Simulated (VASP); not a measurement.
Runs of VASP 6.6.1 on Zr2TeSe. The structure is that of space group P-6m2 (No. 187), or close to it. The cells are those of the table. 

```csv
task,spin,cell,k mesh,cutoff (eV),gap on the mesh (eV),pressure (GPa),relaxed volume (Å³/atom),largest force (eV/Å)
relaxation of cell and atoms,off,"relaxed from a = 4.057, b = 4.057, c = 5.584 Å, angles 90.0, 90.0, 120.0°, 4 atoms",6 × 6 × 4,600,none,-0.1,(b),-
single point,off,"a = 4.057, b = 4.057, c = 5.584 Å, angles 90.0, 90.0, 120.0°, 4 atoms",6 × 6 × 4,520,none,27.2,-,0.38
single point,"collinear, ferromagnetic start","a = 3.631, b = 3.631, c = 7.701 Å, angles 90.0, 90.0, 120.0°, 4 atoms",6 × 6 × 2,520,none,0.3,-,0.01
single point,off,"a = 3.630, b = 3.630, c = 7.712 Å, angles 90.0, 90.0, 120.0°, 4 atoms",12 × 12 × 6,520,none,(a),-,0.01
relaxation of cell and atoms,off,"relaxed from a = 3.631, b = 3.631, c = 7.701 Å, angles 90.0, 90.0, 120.0°, 4 atoms",12 × 12 × 6,600,none,0.0,22.02,0.01
single point,off,"a = 3.631, b = 3.631, c = 7.701 Å, angles 90.0, 90.0, 120.0°, 4 atoms",6 × 6 × 4,520,none,0.2,-,0.01
```

Alike in all rows: level PBE; potentials or basis VASP PAW PBE potentials, release 64 (Zr_sv, Te, Se); smearing gaussian 0.1 eV.

Problem. Estimate the missing entries.

Solution. (a) 0.1; (b) 22.04.

Caveats: some runs use coarse meshes; spin-orbit coupling is left out, which moves the levels of the heavy elements.

A k mesh can miss the band edges, and the runs leave out spin-orbit coupling on Se, Te, Zr.

A gap of «none» marks levels without a gap at the run's occupations.
